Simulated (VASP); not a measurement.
# Ir (P6_3/mmc) in VASP: single point with LDA

Aim: the single point of Ir with LDA.

Everything below comes from runs of VASP 6.6.1. Logs are shortened: lines on timing, memory, paths and dates and some standing lists are left out, and cuts for length are marked.

## (1) The cell of the first run

The structure is hexagonal, space group P6_3/mmc (No. 194). Conventional cell: a = 2.594 Å, b = 2.594 Å, c = 4.213 Å, α = 90.00°, β = 90.00°, γ = 120.00°. Ir (site symmetry -6m2) has 12 Ir at 2.58 to 2.59 Å within 3.4 Å.

This isn't the form of Ir at room conditions, which is fcc.

## (2) Single point, LDA

INCAR reads:

```
  PREC = Accurate
  ENCUT = 560
  EDIFF = 1E-6
  ISMEAR = -1
  SIGMA = 0.08
  LREAL = False
  LASPH = True
  NELM = 120
  ALGO = Normal
  ISIF = 2
  LWAVE = False
  LCHARG = False
  GGA = CA
  NBANDS = 24
  GGA_COMPAT = False
```

KPOINTS reads:

```
regular mesh
0
Gamma
  17 17 9
```

POSCAR reads:

```
Ir
1.0
    2.5941273379      0.0000000000      0.0000000000
   -1.2970636689      2.2465801753      0.0000000000
    0.0000000000      0.0000000000      4.2129882123
Ir
2
Direct
    0.3333333333      0.6666666667      0.2500000000
    0.6666666667      0.3333333333      0.7500000000
```

Potentials or basis: VASP PAW LDA potentials, release 64 (Ir_sv_GW).

Command:

```sh
> cat potpaw_LDA.64/Ir_sv_GW/POTCAR > POTCAR
> mpirun -np 1 vasp_std > vasp.out
```

OUTCAR:

```text
PREC = Accurate
   ENCUT = 560
   EDIFF = 1E-6
   ISMEAR = -1
   LREAL = False
   LASPH = True
   NELM = 120
   ISIF = 2
   GGA = CA

 ion  position               nearest neighbor table
   1  0.333  0.667  0.250-   2 2.58   2 2.58   2 2.58   2 2.58   2 2.58   2 2.58
   2  0.667  0.333  0.750-   1 2.58   1 2.58   1 2.58   1 2.58   1 2.58   1 2.58

  LATTYP: Found a hexagonal cell.
 ALAT       =     2.5941273379
 C/A-ratio  =     1.6240483459

  Lattice vectors:

 A1 = (   2.5941273379,   0.0000000000,   0.0000000000)
 A2 = (  -1.2970636689,   2.2465801753,   0.0000000000)
 A3 = (   0.0000000000,   0.0000000000,   4.2129882123)

Analysis of symmetry for initial positions (statically):
=====================================================================
 Subroutine PRICEL returns:
 Original cell was already a primitive cell.

 Routine SETGRP: Setting up the symmetry group for a
 hexagonal supercell.

 Subroutine GETGRP returns: Found 24 space group operations
 (whereof 12 operations were pure point group operations)
 out of a pool of 24 trial point group operations.

The static configuration has the point symmetry D_3d.
 The point group associated with its full space group is D_6h.

Analysis of symmetry for dynamics (positions and initial velocities):
=====================================================================
 Subroutine PRICEL returns:
 Original cell was already a primitive cell.

 Routine SETGRP: Setting up the symmetry group for a
 hexagonal supercell.

 Subroutine GETGRP returns: Found 24 space group operations
 (whereof 12 operations were pure point group operations)
 out of a pool of 24 trial point group operations.

The dynamic configuration has the point symmetry D_3d.
 The point group associated with its full space group is D_6h.

 Subroutine INISYM returns: Found 24 space group operations
 (whereof 12 operations are pure point group operations),
 and found     1 'primitive' translations

----------------------------------------------------------------------------------------

                                     Primitive cell

  volume of cell :      24.5529

  direct lattice vectors                    reciprocal lattice vectors
     2.594127338  0.000000000  0.000000000     0.385486088  0.222560497  0.000000000
    -1.297063669  2.246580175  0.000000000     0.000000000  0.445120994  0.000000000
     0.000000000  0.000000000  4.212988212     0.000000000  0.000000000  0.237361215

  length of vectors
     2.594127338  2.594127338  4.212988212     0.445120994  0.445120994  0.237361215

  position of ions in fractional coordinates (direct lattice)
     0.333333333  0.666666667  0.250000000
     0.666666667  0.333333333  0.750000000

  ion indices of the primitive-cell ions
   primitive index   ion index
                 1           1
                 2           2

----------------------------------------------------------------------------------------

 KPOINTS: regular mesh

Automatic generation of k-mesh.
 Grid dimensions read from file:
 generate k-points for:   17   17    9

 Generating k-lattice:

  Cartesian coordinates                     Fractional coordinates (reciprocal lattice)
     0.022675652  0.013091794  0.000000000     0.058823529  0.000000000  0.000000000
     0.000000000  0.026183588  0.000000000     0.000000000  0.058823529  0.000000000
     0.000000000  0.000000000  0.026373468     0.000000000  0.000000000  0.111111111

  Length of vectors
     0.026183588  0.026183588  0.026373468

  Shift w.r.t. Gamma in fractional coordinates (k-lattice)
     0.000000000  0.000000000  0.000000000

 Subroutine IBZKPT returns following result:
 ===========================================

 Found    165 irreducible k-points:

 Following reciprocal coordinates:
            Coordinates               Weight
  0.000000  0.000000  0.000000      1.000000
  0.058824 -0.000000  0.000000      6.000000
  0.117647 -0.000000  0.000000      6.000000
  0.176471  0.000000  0.000000      6.000000
  0.235294 -0.000000  0.000000      6.000000
  0.294118  0.000000  0.000000      6.000000
[... 16 lines left out ...]
  0.411765  0.117647  0.000000     12.000000
  0.176471  0.176471  0.000000      6.000000
 [... further k-points ...]
   k-points           NKPTS =    165   k-points in BZ     NKDIM =    165   number of bands    NBANDS=     24
   number of dos      NEDOS =    301   number of ions     NIONS =      2
   total plane-waves  NPLWV =  14400
   dimension x,y,z NGX =    20 NGY =   20 NGZ =   36
   dimension x,y,z NGXF=    40 NGYF=   40 NGZF=   72
   ions per type =               2
   NGX,Y,Z   is equivalent  to a cutoff of  12.82, 12.82, 14.21 a.u.
   NGXF,Y,Z  is equivalent  to a cutoff of  25.63, 25.63, 28.41 a.u.
 SYSTEM =  unknown system
   PREC   = accura    normal or accurate (medium, high low for compatibility)
   ISTART =      0    job   : 0-new  1-cont  2-samecut
   ICHARG =      2    charge: 1-file 2-atom 10-const
   ISPIN  =      1    spin polarized calculation?
   LNONCOLLINEAR =      F non collinear calculations
   LSORBIT =      F    spin-orbit coupling
   LASPH  =      T    aspherical Exc in radial PAW
   ENCUT  =  560.0 eV  41.16 Ry    6.42 a.u.   5.01  5.01  8.13*2*pi/ulx,y,z
   NELM   =    120;   NELMIN=  2; NELMDL= -5     # of ELM steps
   EDIFF  = 0.1E-05   stopping-criterion for ELM
   LREAL  =      F    real-space projection
   EDIFFG = 0.1E-04   stopping-criterion for IOM
   NSW    =      0    number of steps for IOM
   IBRION =     -1    ionic relax: 0-MD 1-quasi-New 2-CG
   NFREE  =      0    steps in history (QN), initial steepest desc. (CG)
   ISIF   =      2    stress and relaxation
   ISYM   =      2    0-nonsym 1-usesym 2-fastsym
   POTIM  = 0.5000    time-step for ionic-motion
   TEBEG  =    0.0;   TEEND  =   0.0 temperature during run
   PSTRESS=    0.0 pullay stress
   NELECT =      34.0000    total number of electrons
   NUPDOWN=      -1.0000    fix difference up-down
   EMIN   =  10.00;   EMAX   =-10.00  energy-range for DOS
   EFERMI =   0.00;   METHOD = LEGACY
   ISMEAR =    -1;   SIGMA  =   0.08  broadening in eV -4-tet -1-fermi 0-gaus
   EFERMI_NEDOS =   21; number of points for ismear=-14 and -15
   IALGO  =     38    algorithm
   IMIX   =      4    mixing-type and parameters
     AMIX     =   0.40;   BMIX     =  1.00
     AMIX_MAG =   1.60;   BMIX_MAG =  1.00
  volume/ion in A,a.u.               =      12.28        82.85
  Fermi-wavevector in a.u.,A,eV,Ry     =   1.824736  3.448251 45.302783  3.329661
  Thomas-Fermi vector in A             =   2.880407
   LORBIT       =      0    0 simple, 1 ext, 2 COOP (PROOUT), +10 PAW based schemes
   GGA     = CA    functional components
   LHFCALC =     F    Hartree Fock is set to
   AEXX    =    0.0000 exact exchange contribution
   IVDW    =     0    specifies the selected vdW correction
   LEPSILON=     F    determine dielectric tensor
   LRPA    =     F    only Hartree local field effects (RPA)
 non-spin polarized calculation
  energy-cutoff  :      560.00
  volume of cell :       24.55
 maximum number of plane-waves:       762
 NGX is ok and might be reduce to    20
   NGX =  9   NGY =  9   NGZ = 17

 number of electron      34.0000000 magnetization

 Free energy of the ion-electron system (eV)
  ---------------------------------------------------
  ext. energy  EPLUGINS =         0.00000000
  ---------------------------------------------------
  free energy    TOTEN  =       -21.03160635 eV

  energy without entropy =      -20.99557754  energy(sigma->0) =      -21.01359195

 E-fermi :  15.7702     XC(G=0): -15.7056

 val. band max:       15.7656981819   @ k =   0.2353   0.0588   0.4444
 cond. band min:      15.7968337798   @ k =   0.0588   0.0588   0.4444
 fundamental gap:      0.0311355978
 Fermi energy:        15.7702496163

 k-point     1 :       0.0000    0.0000    0.0000
  band No.  band energies     occupation
      1     -77.3563      2.00000
      2     -77.2229      2.00000
      3     -35.1713      2.00000
      4     -34.0186      2.00000
      5     -34.0186      2.00000
      6     -33.8422      2.00000
[... 16 lines left out ...]
     23      31.1361      0.00000
     24      32.6974      0.00000

 k-point     2 :       0.0588   -0.0000    0.0000
  band No.  band energies     occupation
      1     -77.3522      2.00000
      2     -77.2214      2.00000
      3     -35.1572      2.00000
      4     -34.0531      2.00000
      5     -34.0296      2.00000
      6     -33.8685      2.00000
[... 16 lines left out ...]
     23      31.3566      0.00000
     24      32.9753      0.00000

 k-point     3 :       0.1176   -0.0000    0.0000
  band No.  band energies     occupation
      1     -77.3416      2.00000
      2     -77.2163      2.00000
      3     -35.1155      2.00000
      4     -34.1508      2.00000
      5     -34.0604      2.00000
      6     -33.9698      2.00000
[... 16 lines left out ...]
     23      31.9264      0.00000
     24      33.7826      0.00000

 k-point     4 :       0.1765    0.0000    0.0000
  band No.  band energies     occupation
      1     -77.3246      2.00000
      2     -77.2087      2.00000
      3     -35.0491      2.00000
      4     -34.2981      2.00000
      5     -34.1189      2.00000
      6     -34.1059      2.00000
[... 16 lines left out ...]
     23      32.2337      0.00000
     24      34.1951      0.00000

 k-point     5 :       0.2353   -0.0000    0.0000
  band No.  band energies     occupation
      1     -77.3035      2.00000
      2     -77.2005      2.00000
      3     -34.9632      2.00000
      4     -34.4753      2.00000
      5     -34.2937      2.00000
      6     -34.1593      2.00000
[... 451 lines left out ...]
 k-point    22 :       0.3529    0.1176    0.0000
  band No.  band energies     occupation
      1     -77.2343      2.00000
      2     -77.1838      2.00000
      3     -34.9085      2.00000
      4     -34.7198      2.00000
      5     -34.6356      2.00000
      6     -34.3571      2.00000
[... 16 lines left out ...]
     23      27.3636      0.00000
     24      29.7777      0.00000

 k-point    23 :       0.4118    0.1176    0.0000
  band No.  band energies     occupation
      1     -77.2236      2.00000
      2     -77.1838      2.00000
      3     -34.9677      2.00000
      4     -34.7623      2.00000
      5     -34.5723      2.00000
      6     -34.3860      2.00000
[... 16 lines left out ...]
     23      28.0710      0.00000
     24      29.5271      0.00000

 k-point    24 :       0.1765    0.1765    0.0000
  band No.  band energies     occupation
      1     -77.2752      2.00000
      2     -77.1914      2.00000
      3     -34.8403      2.00000
      4     -34.5777      2.00000
      5     -34.5621      2.00000
      6     -34.2126      2.00000
[... 16 lines left out ...]
     23      29.4099      0.00000
     24      31.5669      0.00000

 [... further k-points ...]

------------------------ aborting loop because EDIFF is reached ----------------------------------------

  FORCE on cell =-STRESS in cart. coord.  units (eV):
  Direction    XX          YY          ZZ          XY          YZ          ZX
  --------------------------------------------------------------------------------------
  -------------------------------------------------------------------------------------
  Total       10.4274700     10.4274700     10.4199720      0.0000000      0.0000000      0.0000000
  in kB      680.4341053    680.4341053    679.9448331      0.0000000      0.0000000      0.0000000
  external PRESSURE =     680.2710146 kB  Pullay stress =       0.0000000 kB

 VOLUME and BASIS-vectors are now :
 -----------------------------------------------------------------------------
  energy-cutoff  :      560.00
  volume of cell :       24.55
      direct lattice vectors                 reciprocal lattice vectors
     2.594127338  0.000000000  0.000000000     0.385486088  0.222560497  0.000000000
    -1.297063669  2.246580175  0.000000000     0.000000000  0.445120994  0.000000000
     0.000000000  0.000000000  4.212988212     0.000000000  0.000000000  0.237361215

 POSITION                                       TOTAL-FORCE (eV/Angst)
 -----------------------------------------------------------------------------------
     -0.00000      1.49772      1.05325         0.000000      0.000000      0.000000
      1.29706      0.74886      3.15974        -0.000000     -0.000000      0.000000
 -----------------------------------------------------------------------------------
    total drift:                               -0.000000      0.000000     -0.000000

  FREE ENERGIE OF THE ION-ELECTRON SYSTEM (eV)
  ---------------------------------------------------
  free  energy   TOTEN  =       -21.0316063481 eV

  energy  without entropy=      -20.9955775435  energy(sigma->0) =      -21.01359195
```

Run time: 48 s. Hardware: 1 thread of AMD EPYC 9R45 (Zen 5), shared host; peak memory 0.17 GiB.

Results:

- Free energy: -21.0316 eV
- Pressure: 68.0 GPa
- Band gap on the k mesh: zero (bands 17 and 18 overlap by 4.14 eV)

Caveat: the cell stands under pressure; spin-orbit coupling is left out, which moves the levels of the heavy elements.

The gap in the log of VASP goes by the Fermi energy; the results here count the filled bands.